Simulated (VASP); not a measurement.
# SnSe (I4/mmm) in VASP: single point with PBE

Aim: the single point of SnSe with PBE.

Program: VASP 6.6.1. These are calculated values, not measurements. Logs are shortened: lines on timing, memory, paths and dates and some standing lists are left out, and cuts for length are marked.

## Step 1: The cell of the first run

Symmetry: I4/mmm, No. 139, tetragonal system. Conventional cell: a = 4.345 Å, b = 4.345 Å, c = 5.779 Å, α = 90.00°, β = 90.00°, γ = 90.00°. Sn (site symmetry 4/mmm) has 6 Se at 2.89 to 3.07 Å within 3.8 Å. Within 3.8 Å of Se (site symmetry 4/mmm) lie 6 Sn at 2.89 to 3.07 Å.

## Step 2: Single point, PBE (z stretched by -4 % at fixed volume)

Input file INCAR:

```
PREC = Accurate
ENCUT = 520
EDIFF = 1E-6
ISMEAR = -1
SIGMA = 0.01
LREAL = F
LASPH = T
NELM = 60
ALGO = Normal
ISIF = 2
LWAVE = F
LCHARG = F
GGA = PE
NBANDS = 17
```

Input file KPOINTS:

```
regular mesh
0
Gamma
  7 7 7
```

Input file POSCAR:

```
SnSe
1.0
    0.0000000000      3.0720683859      2.8896000000
    3.0720683859      0.0000000000      2.8896000000
    3.0720683859      3.0720683859      0.0000000000
Sn Se
1 1
Direct
    0.0000000000      0.0000000000      0.0000000000
    0.5000000000      0.5000000000      0.5000000000
```

Potentials or basis: VASP PAW PBE potentials, release 64 (Sn_d, Se).

Command:

```
> cat potpaw_PBE.64/Sn_d/POTCAR potpaw_PBE.64/Se/POTCAR > POTCAR
> mpirun -np 1 vasp_std > vasp.out
```

OUTCAR:

```text
PREC = Accurate
   ENCUT = 520
   EDIFF = 1E-6
   ISMEAR = -1
   LREAL = F
   LASPH = T
   NELM = 60
   ISIF = 2
   GGA = PE

 ion  position               nearest neighbor table
   1  0.000  0.000  0.000-   2 2.89   2 2.89   2 3.07   2 3.07   2 3.07   2 3.07
   2  0.500  0.500  0.500-   1 2.89   1 2.89   1 3.07   1 3.07   1 3.07   1 3.07

  LATTYP: Found a body centered tetragonal cell.
 ALAT       =     4.3445607759
 C/A-ratio  =     1.3302150201

  Lattice vectors:

 A1 = (   0.0000000000,  -3.0720683859,  -2.8896000000)
 A2 = (   0.0000000000,   3.0720683859,  -2.8896000000)
 A3 = (   3.0720683859,   0.0000000000,   2.8896000000)

Analysis of symmetry for initial positions (statically):
=====================================================================
 Subroutine PRICEL returns:
 Original cell was already a primitive cell.

 Routine SETGRP: Setting up the symmetry group for a
 body centered tetragonal supercell.

 Subroutine GETGRP returns: Found 16 space group operations
 (whereof 16 operations were pure point group operations)
 out of a pool of 16 trial point group operations.

The static configuration has the point symmetry D_4h.

Analysis of symmetry for dynamics (positions and initial velocities):
=====================================================================
 Subroutine PRICEL returns:
 Original cell was already a primitive cell.

 Routine SETGRP: Setting up the symmetry group for a
 body centered tetragonal supercell.

 Subroutine GETGRP returns: Found 16 space group operations
 (whereof 16 operations were pure point group operations)
 out of a pool of 16 trial point group operations.

The dynamic configuration has the point symmetry D_4h.

 Subroutine INISYM returns: Found 16 space group operations
 (whereof 16 operations are pure point group operations),
 and found     1 'primitive' translations

----------------------------------------------------------------------------------------

                                     Primitive cell

  volume of cell :      54.5418

  direct lattice vectors                    reciprocal lattice vectors
     0.000000000  3.072068386  2.889600000    -0.162756794  0.162756794  0.173034330
[... 80 lines left out ...]
   ISPIN  =      1    spin polarized calculation?
   LNONCOLLINEAR =      F non collinear calculations
   LSORBIT =      F    spin-orbit coupling
   LASPH  =      T    aspherical Exc in radial PAW
   ENCUT  =  520.0 eV  38.22 Ry    6.18 a.u.   7.84  7.84  8.08*2*pi/ulx,y,z
   NELM   =     60;   NELMIN=  2; NELMDL= -5     # of ELM steps
   EDIFF  = 0.1E-05   stopping-criterion for ELM
   LREAL  =      F    real-space projection
   EDIFFG = 0.1E-04   stopping-criterion for IOM
   NSW    =      0    number of steps for IOM
   IBRION =     -1    ionic relax: 0-MD 1-quasi-New 2-CG
   NFREE  =      0    steps in history (QN), initial steepest desc. (CG)
   ISIF   =      2    stress and relaxation
   ISYM   =      2    0-nonsym 1-usesym 2-fastsym
   POTIM  = 0.5000    time-step for ionic-motion
   TEBEG  =    0.0;   TEEND  =   0.0 temperature during run
   PSTRESS=    0.0 pullay stress
   NELECT =      20.0000    total number of electrons
   NUPDOWN=      -1.0000    fix difference up-down
   EMIN   =  10.00;   EMAX   =-10.00  energy-range for DOS
   EFERMI =   0.00;   METHOD = LEGACY
   ISMEAR =    -1;   SIGMA  =   0.01  broadening in eV -4-tet -1-fermi 0-gaus
   EFERMI_NEDOS =   21; number of points for ismear=-14 and -15
   IALGO  =     38    algorithm
   IMIX   =      4    mixing-type and parameters
     AMIX     =   0.40;   BMIX     =  1.00
     AMIX_MAG =   1.60;   BMIX_MAG =  1.00
  volume/ion in A,a.u.               =      27.27       184.03
  Fermi-wavevector in a.u.,A,eV,Ry     =   1.171768  2.214321 18.681350  1.373040
  Thomas-Fermi vector in A             =   2.308207
   LORBIT       =      0    0 simple, 1 ext, 2 COOP (PROOUT), +10 PAW based schemes
   GGA     = PE    functional components
   LHFCALC =     F    Hartree Fock is set to
   AEXX    =    0.0000 exact exchange contribution
   IVDW    =     0    specifies the selected vdW correction
   LEPSILON=     F    determine dielectric tensor
   LRPA    =     F    only Hartree local field effects (RPA)
 non-spin polarized calculation
  energy-cutoff  :      520.00
  volume of cell :       54.54
 maximum number of plane-waves:      1494
   NGX = 15   NGY = 15   NGZ = 17

 number of electron      20.0000004 magnetization

 Free energy of the ion-electron system (eV)
  ---------------------------------------------------
  ext. energy  EPLUGINS =         0.00000000
  ---------------------------------------------------
  free energy    TOTEN  =        -8.16412520 eV

  energy without entropy =       -8.16412520  energy(sigma->0) =       -8.16412520

 E-fermi :   5.8912     XC(G=0):  -9.5942

 val. band max:        5.6793617375   @ k =  -0.2857  -0.0000   0.1429
 cond. band min:       6.2591529427   @ k =  -0.2857   0.1429   0.0000
 fundamental gap:      0.5797912051
 Fermi energy:         5.8911943978

 k-point     1 :       0.0000    0.0000    0.0000
  band No.  band energies     occupation
      1     -16.0318      2.00000
      2     -16.0315      2.00000
      3     -16.0133      2.00000
      4     -16.0133      2.00000
      5     -16.0069      2.00000
      6      -8.2950      2.00000
[... 457 lines left out ...]
      4     -16.0032      2.00000
      5     -15.9979      2.00000
      6      -7.1895      2.00000
[... 9 lines left out ...]
     16      16.2432      0.00000
     17      16.9435      0.00000

 [... further k-points ...]

------------------------ aborting loop because EDIFF is reached ----------------------------------------

  FORCE on cell =-STRESS in cart. coord.  units (eV):
  Direction    XX          YY          ZZ          XY          YZ          ZX
  --------------------------------------------------------------------------------------
  -------------------------------------------------------------------------------------
  Total       -0.4234230     -0.4234230      2.3820597      0.0000000      0.0000000      0.0000000
  in kB      -12.4381428    -12.4381428     69.9735235      0.0000000      0.0000000      0.0000000
  external PRESSURE =      15.0324126 kB  Pullay stress =       0.0000000 kB

 VOLUME and BASIS-vectors are now :
 -----------------------------------------------------------------------------
  energy-cutoff  :      520.00
  volume of cell :       54.54
      direct lattice vectors                 reciprocal lattice vectors
     0.000000000  3.072068386  2.889600000    -0.162756794  0.162756794  0.173034330
     3.072068386  0.000000000  2.889600000     0.162756794 -0.162756794  0.173034330
     3.072068386  3.072068386  0.000000000     0.162756794  0.162756794 -0.173034330

 POSITION                                       TOTAL-FORCE (eV/Angst)
 -----------------------------------------------------------------------------------
      0.00000      0.00000      0.00000         0.000000     -0.000000      0.000000
      3.07207      3.07207      2.88960        -0.000000      0.000000      0.000000
 -----------------------------------------------------------------------------------
    total drift:                                0.000000     -0.000000     -0.000000

  FREE ENERGIE OF THE ION-ELECTRON SYSTEM (eV)
  ---------------------------------------------------
  free  energy   TOTEN  =        -8.1641251978 eV

  energy  without entropy=       -8.1641251977  energy(sigma->0) =       -8.16412520
```

OSZICAR:

```text
N       E                     dE             d eps       ncg     rms          rms(c)
DAV:   1     0.134006045533E+03    0.13401E+03   -0.97498E+03  1391   0.144E+03
DAV:   2     0.481316377321E+01   -0.12919E+03   -0.12514E+03  1488   0.352E+02
DAV:   3    -0.801573185914E+01   -0.12829E+02   -0.12666E+02  1646   0.940E+01
DAV:   4    -0.834531267015E+01   -0.32958E+00   -0.32935E+00  1690   0.161E+01
DAV:   5    -0.835433428067E+01   -0.90216E-02   -0.90210E-02  1894   0.263E+00    0.317E+00
DAV:   6    -0.816412208059E+01    0.19021E+00   -0.46147E-01  1997   0.392E+00    0.188E+00
DAV:   7    -0.816220196751E+01    0.19201E-02   -0.88298E-02  1572   0.136E+00    0.922E-01
DAV:   8    -0.816425859336E+01   -0.20566E-02   -0.94832E-03  1657   0.863E-01    0.113E-01
DAV:   9    -0.816404791084E+01    0.21068E-03   -0.15950E-03  1936   0.322E-01    0.516E-02
DAV:  10    -0.816411817861E+01   -0.70268E-04   -0.18538E-04  1605   0.772E-02    0.129E-02
DAV:  11    -0.816412490217E+01   -0.67236E-05   -0.19547E-05  1799   0.365E-02    0.292E-03
DAV:  12    -0.816412519775E+01   -0.29559E-06   -0.13932E-06  1437   0.121E-02
   1 F= -.81641252E+01 E0= -.81641252E+01  d E =-.130649E-10
```

stdout:

```text
POSCAR found type information on POSCAR SnSe
 POSCAR found :  2 types and       2 ions
 scaLAPACK will be used
 LDA part: xc-table for (Slater+PW92), standard interpolation
 POSCAR, INCAR and KPOINTS ok, starting setup
 FFT: planning ... GRIDC
 FFT: planning ... GRID_SOFT
 FFT: planning ... GRID
 WAVECAR not read
 entering main loop
```

Wall time 11 s (1 thread of Intel Xeon 6975P-C (Granite Rapids), shared host); peak memory 0.19 GiB.

Results:

```
Free energy            : -8.1641 eV
Pressure               : 1.5 GPa
Band gap on the k mesh : 0.58 eV, indirect (least direct gap 0.59 eV)
```

Stress tensor (GPa, compression positive):
```
-1.24  0.00  0.00
 0.00 -1.24  0.00
 0.00  0.00  7.00
```

Levels at points of the mesh, in eV from the valence-band top:
```csv
k point,band 8,band 9,band 10,band 11,band 12,band 13
"(0.00, 0.00, 0.00)",-2.70,-2.09,-2.09,3.76,3.76,5.28
```

Caveat: spin-orbit coupling is left out, which moves the levels of the heavy elements.
